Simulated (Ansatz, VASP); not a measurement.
## One calculation of Pb, two programs

The input INCAR:

```
SYSTEM = Pb
PREC = Accurate
ENCUT = 520
EDIFF = 1E-7
ISMEAR = 0
SIGMA = 0.1
LREAL = .FALSE.
LASPH = .TRUE.
NELM = 60
ALGO = Fast
ISIF = 2
LWAVE = .FALSE.
LCHARG = .FALSE.
GGA = PE
NBANDS = 13
```

File KPOINTS:

```
Automatic mesh
0
G
  14 14 14
  0 0 0
```

POSCAR

```
Pb
1.0
    0.0000000000      2.5459599016      2.5459599016
    2.5459599016      0.0000000000      2.5459599016
    2.5459599016      2.5459599016      0.0000000000
Pb
1
Direct
    0.0000000000      0.0000000000      0.0000000000
```

Input for Ansatz:

```yaml
crystal:
  lattice:
    - [0.0, 2.5459599014, 2.5459599014]
    - [2.5459599014, 0.0, 2.5459599014]
    - [2.5459599014, 2.5459599014, 0.0]
  atoms:
    - { symbol: Pb, position: [0.0, 0.0, 0.0] }
basis:
  ecutwfc: 420
kpoints:
  mp_grid: { grid: [14, 14, 14] }
hamiltonian:
  xc: pbe
scf:
  occupations: { method: gaussian, width: 0.1 }
output:
  forces: true
  stress: true
  eigenvalues: true
```

Alike in both runs: task single point; functional PBE; k mesh 14 × 14 × 14; occupations gaussian, width 0.1 eV; no spin polarisation.

|  | VASP | Ansatz |
| --- | --- | --- |
| version | VASP 6.6.1 | Ansatz 0.2.0 |
| potentials or method | VASP PAW PBE potentials, release 64 (Pb_d), cutoff 520 eV | scalar-relativistic, plane waves, PAW |
| valence electrons in the cell | 14 | 14 |

```csv
,VASP,Ansatz,Ansatz less VASP
gap on the k mesh at the Fermi level (eV),none,none,-
pressure (GPa),-1.2,-1.1,+0.05
```

A gap of «none» marks a metal or a gap that the smearing closes.

Spin-orbit coupling is off throughout.
